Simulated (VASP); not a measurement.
# Nb8N5 (Cmmm) in VASP: single point with LDA

Aim: the single point of Nb8N5 with LDA.

Program: VASP 6.6.1. These are calculated values, not measurements. Logs are shortened: lines on timing, memory, paths and dates and some standing lists are left out, and cuts for length are marked.

## Step 1: The cell of the first run

Symmetry: Cmmm, No. 65, orthorhombic system. The conventional cell has a = 6.141 Å, b = 8.814 Å, c = 6.238 Å, α = 90.00°, β = 90.00°, γ = 90.00°. Nb (site symmetry m) has 3 N at 2.20 to 2.21 Å within 2.9 Å. Within 2.9 Å of Nb (site symmetry m2m) lie 4 N at 2.18 Å. Within 2.9 Å of Nb (site symmetry m2m) lie 5 N at 2.20 to 2.22 Å. N (site symmetry mmm) has 6 Nb at 2.21 to 2.22 Å within 2.9 Å. N (site symmetry 2) has 6 Nb at 2.18 to 2.20 Å within 2.9 Å.

## Step 2: Single point, LDA

Input file INCAR:

```
ALGO = Normal
EDIFF = 1E-6
ENCUT = 520
ISIF = 2
ISMEAR = 0
LASPH = True
LCHARG = True
LELF = True
LREAL = False
LVHAR = True
LWAVE = False
NBANDS = 76
NELM = 60
PREC = Accurate
SIGMA = 0.05
```

Input file KPOINTS:

```
k-points
0
Gamma
  6 6 4
```

Input file POSCAR:

```
Nb8N5
1.0
    3.0703020000     -4.4072490000      0.0000000000
    3.0703020000      4.4072490000      0.0000000000
    0.0000000000      0.0000000000      6.2380760000
Nb N
8 5
Direct
    0.2451400000      0.2451400000      0.7507320000
    0.7548600000      0.7548600000      0.2492680000
    0.7548600000      0.7548600000      0.7507320000
    0.2451400000      0.2451400000      0.2492680000
    0.7470840000      0.2529160000      0.5000000000
    0.2483390000      0.7516610000      0.0000000000
    0.7516610000      0.2483390000      0.0000000000
    0.2529160000      0.7470840000      0.5000000000
    0.5000000000      0.5000000000      0.0000000000
    0.5000000000      0.0000000000      0.7484270000
    0.0000000000      0.5000000000      0.2515730000
    0.0000000000      0.5000000000      0.7484270000
    0.5000000000      0.0000000000      0.2515730000
```

Potentials or basis: VASP PAW LDA potentials, release 64 (Nb_sv, N).

Launch:

```
$ cat potpaw_LDA.64/Nb_sv/POTCAR potpaw_LDA.64/N/POTCAR > POTCAR
$ mpirun -np 1 vasp_std > vasp.out
```

OUTCAR:

```text
EDIFF = 1E-6
   ENCUT = 520
   ISIF = 2
   ISMEAR = 0
   LASPH = True
   LREAL = False
   NELM = 60
   PREC = Accurate

 ion  position               nearest neighbor table
   1  0.245  0.245  0.751-  10 2.20  12 2.20   9 2.21   3 3.01
   2  0.755  0.755  0.249-  11 2.20  13 2.20   9 2.21   4 3.01
   3  0.755  0.755  0.751-  10 2.20  12 2.20   9 2.21   1 3.01
   4  0.245  0.245  0.249-  11 2.20  13 2.20   9 2.21   2 3.01
   5  0.747  0.253  0.500-  10 2.18  11 2.18  12 2.18  13 2.18
   6  0.248  0.752  0.000-  10 2.20  11 2.20  12 2.20  13 2.20   9 2.22
   7  0.752  0.248  0.000-  10 2.20  11 2.20  12 2.20  13 2.20   9 2.22
   8  0.253  0.747  0.500-  10 2.18  11 2.18  12 2.18  13 2.18
   9  0.500  0.500  0.000-   1 2.21   2 2.21   3 2.21   4 2.21   6 2.22   7 2.22
  10  0.500  0.000  0.748-   5 2.18   8 2.18   7 2.20   6 2.20   1 2.20   3 2.20
  11  0.000  0.500  0.252-   5 2.18   8 2.18   7 2.20   6 2.20   2 2.20   4 2.20
  12  0.000  0.500  0.748-   5 2.18   8 2.18   7 2.20   6 2.20   1 2.20   3 2.20
  13  0.500  0.000  0.252-   5 2.18   8 2.18   7 2.20   6 2.20   2 2.20   4 2.20

  LATTYP: Found a base centered orthorhombic cell.
 ALAT       =     6.1406040000
 B/A-ratio  =     1.4354447869
 C/A-ratio  =     1.0158733571

  Lattice vectors:

 A1 = (   3.0703020000,  -4.4072490000,   0.0000000000)
 A2 = (   3.0703020000,   4.4072490000,   0.0000000000)
 A3 = (   0.0000000000,   0.0000000000,   6.2380760000)

Analysis of symmetry for initial positions (statically):
=====================================================================
 Subroutine PRICEL returns:
 Original cell was already a primitive cell.

 Routine SETGRP: Setting up the symmetry group for a
 base centered orthorhombic supercell.

 Subroutine GETGRP returns: Found  8 space group operations
 (whereof  8 operations were pure point group operations)
 out of a pool of  8 trial point group operations.

The static configuration has the point symmetry D_2h.

Analysis of symmetry for dynamics (positions and initial velocities):
=====================================================================
 Subroutine PRICEL returns:
 Original cell was already a primitive cell.

 Routine SETGRP: Setting up the symmetry group for a
 base centered orthorhombic supercell.

 Subroutine GETGRP returns: Found  8 space group operations
 (whereof  8 operations were pure point group operations)
 out of a pool of  8 trial point group operations.

The dynamic configuration has the point symmetry D_2h.
[... 128 lines left out ...]
   ISYM   =      2    0-nonsym 1-usesym 2-fastsym
   POTIM  = 0.5000    time-step for ionic-motion
   TEBEG  =    0.0;   TEEND  =   0.0 temperature during run
   PSTRESS=    0.0 pullay stress
   NELECT =     129.0000    total number of electrons
   NUPDOWN=      -1.0000    fix difference up-down
   EMIN   =  10.00;   EMAX   =-10.00  energy-range for DOS
   EFERMI =   0.00;   METHOD = LEGACY
   ISMEAR =     0;   SIGMA  =   0.05  broadening in eV -4-tet -1-fermi 0-gaus
   EFERMI_NEDOS =   21; number of points for ismear=-14 and -15
   IALGO  =     38    algorithm
   IMIX   =      4    mixing-type and parameters
     AMIX     =   0.40;   BMIX     =  1.00
     AMIX_MAG =   1.60;   BMIX_MAG =  1.00
  volume/ion in A,a.u.               =      12.99        87.64
  Fermi-wavevector in a.u.,A,eV,Ry     =   1.496678  2.828311 30.477651  2.240044
  Thomas-Fermi vector in A             =   2.608663
   LORBIT       =      0    0 simple, 1 ext, 2 COOP (PROOUT), +10 PAW based schemes
   GGA     = CA    functional components
   LHFCALC =     F    Hartree Fock is set to
   AEXX    =    0.0000 exact exchange contribution
   IVDW    =     0    specifies the selected vdW correction
   LEPSILON=     F    determine dielectric tensor
   LRPA    =     F    only Hartree local field effects (RPA)
 non-spin polarized calculation
 Gauss-broadening in eV      SIGMA  =   0.05
  energy-cutoff  :      520.00
  volume of cell :      168.82
 maximum number of plane-waves:      4580
   NGX = 19   NGY = 19   NGZ = 23

 number of electron     128.9999994 magnetization

 Free energy of the ion-electron system (eV)
  ---------------------------------------------------
  ext. energy  EPLUGINS =         0.00000000
  ---------------------------------------------------
  free energy    TOTEN  =      -149.45434834 eV

  energy without entropy =     -149.44439940  energy(sigma->0) =     -149.44937387

 E-fermi :  11.7849     XC(G=0): -13.0259

 val. band max:       11.7832021022   @ k =   0.5000   0.1667   0.0000
 cond. band min:      11.7876700347   @ k =  -0.3333   0.3333   0.5000
 fundamental gap:      0.0044679325
 Fermi energy:        11.7849236130

 k-point     1 :       0.0000    0.0000    0.0000
  band No.  band energies     occupation
      1     -43.7269      2.00000
      2     -43.6662      2.00000
      3     -43.3523      2.00000
      4     -43.2856      2.00000
      5     -43.0914      2.00000
      6     -43.0718      2.00000
[... 1885 lines left out ...]
     75      14.2420      0.00000
     76      14.3749      0.00000

 [... further k-points ...]
[... 5 lines left out ...]
  --------------------------------------------------------------------------------------
  -------------------------------------------------------------------------------------
  Total      -16.8938286    -16.9292881    -18.1206632     -0.0000000      0.0000000      0.0000000
  in kB     -160.3279815   -160.6645036   -171.9710449     -0.0000000      0.0000000      0.0000000
  external PRESSURE =    -164.3211767 kB  Pullay stress =       0.0000000 kB

 VOLUME and BASIS-vectors are now :
 -----------------------------------------------------------------------------
  energy-cutoff  :      520.00
  volume of cell :      168.82
      direct lattice vectors                 reciprocal lattice vectors
     3.070302000 -4.407249000  0.000000000     0.162850430 -0.113449456  0.000000000
     3.070302000  4.407249000  0.000000000     0.162850430  0.113449456  0.000000000
     0.000000000  0.000000000  6.238076000     0.000000000  0.000000000  0.160305838

 POSITION                                       TOTAL-FORCE (eV/Angst)
 -----------------------------------------------------------------------------------
      1.50531      0.00000      4.68312         0.242307      0.000000      0.307190
      4.63530      0.00000      1.55495        -0.242307      0.000000     -0.307190
      4.63530      0.00000      4.68312        -0.242307      0.000000      0.307190
      1.50531      0.00000      1.55495         0.242307      0.000000     -0.307190
      3.07030     -2.17792      3.11904         0.000000     -0.065830      0.000000
      3.07030      2.21827      0.00000         0.000000     -0.461637      0.000000
      3.07030     -2.21827      0.00000         0.000000      0.461637      0.000000
      3.07030      2.17792      3.11904         0.000000      0.065830      0.000000
      3.07030      0.00000      0.00000         0.000000      0.000000      0.000000
      1.53515     -2.20362      4.66874         0.000000      0.000000      0.007182
      1.53515      2.20362      1.56933         0.000000     -0.000000     -0.007182
      1.53515      2.20362      4.66874         0.000000      0.000000      0.007182
      1.53515     -2.20362      1.56933         0.000000     -0.000000     -0.007182
 -----------------------------------------------------------------------------------
    total drift:                               -0.000000      0.000000     -0.000000

  FREE ENERGIE OF THE ION-ELECTRON SYSTEM (eV)
  ---------------------------------------------------
  free  energy   TOTEN  =      -149.4543483392 eV

  energy  without entropy=     -149.4443994003  energy(sigma->0) =     -149.44937387
```

stdout:

```text
POSCAR found type information on POSCAR NbN
 POSCAR found :  2 types and      13 ions
 scaLAPACK will be used
 LDA part: xc-table for (Slater(with rela. corr.)+CA(PZ))
 , standard interpolation
 POSCAR, INCAR and KPOINTS ok, starting setup
 FFT: planning ... GRIDC
 FFT: planning ... GRID_SOFT
 FFT: planning ... GRID
 WAVECAR not read
 entering main loop
```

Wall time 12 min (1 thread of Intel Xeon Platinum 8259CL at 2.50GHz (Skylake/Cascade Lake), shared host); peak memory 0.44 GiB.

What came out:

```
Free energy   : -149.4543 eV
Pressure      : -16.4 GPa
Largest force : 0.462 eV/Å
```

Forces in eV/Å, atoms in the order of the input:
```
Nb   0.242  0.000  0.307
Nb  -0.242  0.000 -0.307
Nb  -0.242  0.000  0.307
Nb   0.242  0.000 -0.307
Nb   0.000 -0.066  0.000
Nb   0.000 -0.462  0.000
Nb   0.000  0.462  0.000
Nb   0.000  0.066  0.000
N    0.000  0.000  0.000
N    0.000  0.000  0.007
N    0.000  0.000 -0.007
N    0.000  0.000  0.007
N    0.000  0.000 -0.007
```
